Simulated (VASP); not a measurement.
# La (Fd-3m) in VASP: notebook, part 2 of 2

VASP 6.6.1. The steps go on from the part before.

### 3 Density of states, LDA

POSCAR reads:

```
La
1.0
    0.0000000000      3.2563881687      3.2563881687
    3.2563881687      0.0000000000      3.2563881687
    3.2563881687      3.2563881687      0.0000000000
La
2
Direct
   -0.1250000000     -0.1250000000     -0.1250000000
    0.1250000000      0.1250000000      0.1250000000
```

INCAR.step1 reads:

```
SYSTEM = La
PREC     = Accurate       ! precision mode
ENCUT    = 520            ! plane-wave cutoff, eV
EDIFF    = 1E-7           ! SCF threshold, eV
ISMEAR   = -1             ! smearing method
SIGMA    = 0.05           ! smearing width, eV
LREAL    = .FALSE.        ! projectors in reciprocal space
LASPH    = .TRUE.         ! aspherical terms in the spheres
NELM     = 100            ! most SCF steps
ALGO     = Normal         ! electronic algorithm
ISIF     = 2              ! what is computed and relaxed
LWAVE    = .FALSE.        ! write WAVECAR
LCHARG   = .TRUE.         ! write CHGCAR
LMAXMIX  = 6              ! l up to which the mixer works
GGA      = CA             ! functional
NBANDS   = 18             ! bands
```

KPOINTS.step1 reads:

```
Automatic mesh
0
G
  11 11 11
  0 0 0
```

INCAR.step2 reads:

```
SYSTEM = La
PREC     = Accurate       ! precision mode
ENCUT    = 520            ! plane-wave cutoff, eV
EDIFF    = 1E-7           ! SCF threshold, eV
ISMEAR   = -5             ! smearing method
SIGMA    = 0.05           ! smearing width, eV
LREAL    = .FALSE.        ! projectors in reciprocal space
LASPH    = .TRUE.         ! aspherical terms in the spheres
NELM     = 100            ! most SCF steps
ALGO     = Normal         ! electronic algorithm
ISIF     = 2              ! what is computed and relaxed
LWAVE    = .FALSE.        ! write WAVECAR
LCHARG   = .FALSE.        ! write CHGCAR
LMAXMIX  = 6              ! l up to which the mixer works
GGA      = CA             ! functional
LORBIT   = 11             ! projections on sites
NBANDS   = 18             ! bands
NEDOS    = 1001           ! points of the DOS
ICHARG   = 11             ! starting density
```

KPOINTS.step2 reads:

```
Automatic mesh
0
G
  17 17 17
  0 0 0
```

Potentials or basis: VASP PAW LDA potentials, release 64 (La).

Started as:

```
$ cat potpaw_LDA.64/La/POTCAR > POTCAR
$ cp INCAR.step1 INCAR
$ cp KPOINTS.step1 KPOINTS
$ mpirun -np 1 vasp_std > vasp.out
$ cp INCAR.step2 INCAR
$ cp KPOINTS.step2 KPOINTS
$ mpirun -np 1 vasp_std > vasp.out
```

OUTCAR:

```text
SYSTEM = La
   PREC = Accurate
   ENCUT = 520
   EDIFF = 1E-7
   ISMEAR = -5
   LREAL = .FALSE.
   LASPH = .TRUE.
   NELM = 100
   ISIF = 2
   GGA = CA
   LORBIT = 11
   ICHARG = 11

 ion  position               nearest neighbor table
   1  0.875  0.875  0.875-   2 2.82   2 2.82   2 2.82   2 2.82
   2  0.125  0.125  0.125-   1 2.82   1 2.82   1 2.82   1 2.82

  LATTYP: Found a face centered cubic cell.
 ALAT       =     6.5127763374

  Lattice vectors:

 A1 = (   0.0000000000,   3.2563881687,   3.2563881687)
 A2 = (   3.2563881687,   0.0000000000,   3.2563881687)
 A3 = (   3.2563881687,   3.2563881687,   0.0000000000)

Analysis of symmetry for initial positions (statically):
=====================================================================
 Subroutine PRICEL returns:
 Original cell was already a primitive cell.

 Routine SETGRP: Setting up the symmetry group for a
 face centered cubic supercell.

[... 173 lines left out ...]
 fundamental gap:     -0.0266653759
 Fermi energy:         7.9038487462

 k-point     1 :       0.0000    0.0000    0.0000
  band No.  band energies     occupation
      1     -25.5827      2.00000
      2     -23.4740      2.00000
      3      -9.8109      2.00000
      4      -9.8109      2.00000
      5      -9.8109      2.00000
      6      -7.3884      2.00000
[... 481 lines left out ...]
      5      -9.7805      2.00000
      6      -7.3590      2.00000
[... 10 lines left out ...]
     17       9.5017      0.00000
     18       9.5648      0.00000

 [... further k-points ...]

------------------------ aborting loop because EDIFF is reached ----------------------------------------

  FORCE on cell =-STRESS in cart. coord.  units (eV):
  Direction    XX          YY          ZZ          XY          YZ          ZX
  --------------------------------------------------------------------------------------
  -------------------------------------------------------------------------------------
  Total       -0.0699614     -0.0699614     -0.0699614      0.0000000     -0.0000000      0.0000000
  in kB       -1.6230449     -1.6230449     -1.6230449      0.0000000     -0.0000000      0.0000000
  external PRESSURE =      -1.6230449 kB  Pullay stress =       0.0000000 kB

 VOLUME and BASIS-vectors are now :
 -----------------------------------------------------------------------------
  energy-cutoff  :      520.00
  volume of cell :       69.06
      direct lattice vectors                 reciprocal lattice vectors
     0.000000000  3.256388169  3.256388169    -0.153544349  0.153544349  0.153544349
     3.256388169  0.000000000  3.256388169     0.153544349 -0.153544349  0.153544349
     3.256388169  3.256388169  0.000000000     0.153544349  0.153544349 -0.153544349

 POSITION                                       TOTAL-FORCE (eV/Angst)
 -----------------------------------------------------------------------------------
      5.69868      5.69868      5.69868        -0.000000     -0.000000     -0.000000
      0.81410      0.81410      0.81410         0.000000      0.000000      0.000000
 -----------------------------------------------------------------------------------
    total drift:                               -0.000000      0.000000      0.000000

  FREE ENERGIE OF THE ION-ELECTRON SYSTEM (eV)
  ---------------------------------------------------
  free  energy   TOTEN  =        -9.4463147512 eV

  energy  without entropy=       -9.4463147512  energy(sigma->0) =       -9.44631475

 total charge

# of ion       s       p       d       f       tot
--------------------------------------------------
    1        1.990   5.512   1.380   0.261   9.143
    2        1.990   5.512   1.380   0.261   9.143
--------------------------------------------------
tot          3.981  11.024   2.760   0.522  18.287
```

Wall time 1.9 min (1 thread of Intel Xeon 6975P-C (Granite Rapids), shared host); peak memory 0.32 GiB.

Results:

* Valence electrons inside the program's atomic spheres: La 9.14

Caveat: spin-orbit coupling is left out, which moves the levels of the heavy elements; tetrahedron occupations give inexact forces and stress in metals.

### 4 Density of states, LDA (volume scaled by 0.45)

POSCAR reads:

```
La
1.0
    0.0000000000      2.4954009692      2.4954009692
    2.4954009692      0.0000000000      2.4954009692
    2.4954009692      2.4954009692      0.0000000000
La
2
Direct
   -0.1250000000     -0.1250000000     -0.1250000000
    0.1250000000      0.1250000000      0.1250000000
```

INCAR.step1 reads:

```
ALGO = Normal
EDIFF = 1E-6
ENCUT = 520
GGA = CA
ISIF = 2
ISMEAR = -1
LASPH = T
LCHARG = T
LMAXMIX = 6
LREAL = F
LWAVE = F
NBANDS = 18
NELM = 60
PREC = Accurate
SIGMA = 0.05
```

KPOINTS.step1 reads:

```
k-points
0
Gamma
  11 11 11
```

INCAR.step2 reads:

```
ALGO = Normal
EDIFF = 1E-6
ENCUT = 520
GGA = CA
ICHARG = 11
ISIF = 2
ISMEAR = -5
LASPH = T
LCHARG = F
LMAXMIX = 6
LORBIT = 11
LREAL = F
LWAVE = F
NBANDS = 18
NEDOS = 1001
NELM = 60
PREC = Accurate
SIGMA = 0.05
```

KPOINTS.step2 reads:

```
k-points
0
Gamma
  17 17 17
```

Started as:

```
$ cat potpaw_LDA.64/La/POTCAR > POTCAR
$ cp INCAR.step1 INCAR
$ cp KPOINTS.step1 KPOINTS
$ mpirun -np 1 vasp_std > vasp.out
$ cp INCAR.step2 INCAR
$ cp KPOINTS.step2 KPOINTS
$ mpirun -np 1 vasp_std > vasp.out
```

Wall time 1.9 min (1 thread of Intel Xeon Platinum 8124M at 3.00GHz (Skylake/Cascade Lake), shared host); peak memory 0.22 GiB.

Levels at points of the mesh, in eV from the Fermi level:
| k point | band 9 | band 10 | band 11 | band 12 | band 13 | band 14 |
| --- | --- | --- | --- | --- | --- | --- |
| (0.00, 0.00, 0.00) | -2.98 | -1.57 | -1.57 | 0.74 | 0.74 | 0.74 |

Caveat: spin-orbit coupling is left out, which moves the levels of the heavy elements; tetrahedron occupations give inexact forces and stress in metals.

### 5 Density of states, LDA (volume scaled by 0.84)

POSCAR reads:

```
La
1.0
    0.0000000000      3.0725285722      3.0725285722
    3.0725285722      0.0000000000      3.0725285722
    3.0725285722      3.0725285722      0.0000000000
La
2
Direct
   -0.1250000000     -0.1250000000     -0.1250000000
    0.1250000000      0.1250000000      0.1250000000
```

INCAR.step1 reads:

```
ALGO = Normal
EDIFF = 1E-6
ENCUT = 520
GGA = CA
ISIF = 2
ISMEAR = -1
LASPH = True
LCHARG = True
LMAXMIX = 6
LREAL = False
LWAVE = False
NBANDS = 18
NELM = 80
PREC = Accurate
SIGMA = 0.05
```

KPOINTS.step1 is that of step 4.

INCAR.step2 reads:

```
ALGO = Normal
EDIFF = 1E-6
ENCUT = 520
GGA = CA
ICHARG = 11
ISIF = 2
ISMEAR = -5
LASPH = True
LCHARG = False
LMAXMIX = 6
LORBIT = 11
LREAL = False
LWAVE = False
NEDOS = 2001
NELM = 80
PREC = Accurate
SIGMA = 0.05
```

KPOINTS.step2 is that of step 4.

Started as:

```
$ cat potpaw_LDA.64/La/POTCAR > POTCAR
$ cp INCAR.step1 INCAR
$ cp KPOINTS.step1 KPOINTS
$ mpirun -np 1 vasp_std > vasp.out
$ cp INCAR.step2 INCAR
$ cp KPOINTS.step2 KPOINTS
$ mpirun -np 1 vasp_std > vasp.out
```

Run time: 2.1 min. Hardware: 1 thread of Intel Xeon Platinum 8124M at 3.00GHz (Skylake/Cascade Lake), shared host; peak memory 0.27 GiB.

Results (log left out):

```
Valence electrons inside the program's atomic spheres : La 9.46
```

Levels at points of the mesh, in eV from the Fermi level:
| k point | band 7 | band 8 | band 9 | band 10 | band 11 | band 12 | band 13 | band 14 | band 15 |
| --- | --- | --- | --- | --- | --- | --- | --- | --- | --- |
| (0.00, 0.00, 0.00) | -14.78 | -14.78 | -2.23 | -0.93 | -0.93 | 1.07 | 1.07 | 1.07 | 1.94 |

Caveat: spin-orbit coupling is left out, which moves the levels of the heavy elements; tetrahedron occupations give inexact forces and stress in metals.
